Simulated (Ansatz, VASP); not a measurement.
**One calculation of C, two programs**

Contents of INCAR:

```
PREC = Accurate
ENCUT = 910
EDIFF = 1E-6
ISMEAR = 0
SIGMA = 0.05
LREAL = False
LASPH = True
NELM = 120
ALGO = Normal
ISIF = 2
LWAVE = False
LCHARG = False
NBANDS = 11
GGA_COMPAT = False
```

File KPOINTS:

```
Automatic mesh
0
Gamma
  12 12 12
```

File POSCAR:

```
C
1.0
    0.0000000000      1.8087435580      1.6423391507
    1.8087435580      0.0000000000      1.6423391507
    1.8087435580      1.8087435580      0.0000000000
C
2
Direct
    0.5000000000      0.5000000000      0.5000000000
    0.7500000000      0.7500000000      0.7500000000
```

Input for Ansatz:

```yaml
crystal:
  lattice:
    - [0.0, 1.808743558, 1.6423391507]
    - [1.808743558, 0.0, 1.6423391507]
    - [1.808743558, 1.808743558, 0.0]
  atoms:
    - { symbol: C, position: [0.5, 0.5, 0.5] }
    - { symbol: C, position: [0.75, 0.75, 0.75] }
basis:
  ecutwfc: 520.0
kpoints:
  mp_grid: { grid: [12, 12, 12] }
hamiltonian:
  xc: lda
  pseudopotentials: { kind: paw, azcp: { folder: soft_1 } }
scf:
  occupations: { method: gaussian, width: 0.05 }
output:
  forces: true
  stress: true
  eigenvalues: true
```

Alike in both runs: task single point; functional LDA; k mesh 12 × 12 × 12; occupations gaussian, width 0.05 eV; no spin polarisation.

|  | VASP | Ansatz |
| --- | --- | --- |
| version | VASP 6.6.1 | Ansatz 0.2.0 |
| potentials or method | VASP PAW LDA potentials, release 64 (C_h), cutoff 910 eV | scalar-relativistic, plane waves, PAW |
| valence electrons in the cell | 8 | 8 |

|  | VASP | Ansatz | Ansatz less VASP |
| --- | --- | --- | --- |
| gap on the k mesh at the Fermi level (eV) | 1.82 | 1.83 | +0.009 |
| least direct gap on the mesh (eV) | 4.09 | 4.08 | -0.003 |

Ansatz warns that its potentials were made for another functional, while VASP's fit it. LDA's correlation is that of Perdew and Zunger in VASP and of Perdew and Wang (1992) in Ansatz.

Noted on VASP's run: the cutoff is short for stress, so the pressure is rough.
